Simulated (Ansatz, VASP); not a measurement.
**C: VASP beside Ansatz**

```
C
1.0
     2.45584    0.00000    0.00000
    -1.22792    2.12682    0.00000
     0.00000    0.00000   32.74417
C
4
Direct
  0.00000 0.00000 0.44631
  0.66667 0.33333 0.44630
  0.00000 0.00000 0.55369
  0.33333 0.66667 0.55370
```

Alike in both runs: functional r2SCAN; k mesh 21 × 21 × 1; occupations gaussian, width 0.1 eV; no spin polarisation.

Ansatz relaxed the structure, and its values are those at the end. VASP's run is a single point on that final structure, the one shown.

|  | VASP | Ansatz |
| --- | --- | --- |
| version | VASP 6.6.1 | Ansatz 0.2.0 |
| potentials or method | VASP PAW PBE potentials, release 64 (C), cutoff 580 eV | scalar-relativistic, plane waves, PAW |
| valence electrons in the cell | 16 | 16 |

Ansatz gave:

```
gap on the k mesh at the Fermi level (eV)  : none
work function, face that differs most (eV) : 4.28
```

Task: Estimate VASP's values.

Result: gap on the k mesh at the Fermi level (eV): none; work function, face that differs most (eV): 4.29.

VASP's potentials were made for PBE, not for r2SCAN. A gap of «none» marks a metal or a gap that the smearing closes. Ansatz's warnings: xc potential rough in thin density.
